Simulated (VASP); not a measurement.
A run of VASP 6.6.1 is set up as follows.

File INCAR:

```
  PREC = Accurate
  ENCUT = 520
  EDIFF = 1E-6
  ISMEAR = -1
  SIGMA = 0.06122561905347299
  LREAL = F
  LASPH = T
  NELM = 100
  ALGO = Normal
  ISIF = 2
  LWAVE = F
  LCHARG = F
  GGA = PE
  NBANDS = 20
```

The input KPOINTS:

```
Automatic mesh
0
Gamma
  19 19 19
```

File POSCAR:

```
SnO2
1.0
    0.0000000000      2.5189496884      2.5189496884
    2.5189496884      0.0000000000      2.5189496884
    2.5189496884      2.5189496884      0.0000000000
Sn O
1 2
Direct
    0.0000000000      0.0000000000      0.0000000000
    0.2500000000      0.2500000000      0.2500000000
    0.7500000000      0.7500000000      0.7500000000
```

Potentials or basis: VASP PAW PBE potentials, release 64 (Sn_d, O).

The run is started by

```sh
$ cat potpaw_PBE.64/Sn_d/POTCAR potpaw_PBE.64/O/POTCAR > POTCAR
$ mpirun -np 1 vasp_std > vasp.out
```

Question: What does it give for the band gap on the k mesh?

Answer: 0.47 eV (least direct gap 1.89 eV).

Question: Estimate the pressure.

Answer: 14.3 GPa.

Caveat: the cell stands under pressure; semilocal functionals underestimate gaps, and a narrow one can read as zero; spin-orbit coupling is left out, which moves the levels of the heavy elements; an odd mesh through Γ misses points on the zone boundary, where band edges can lie.
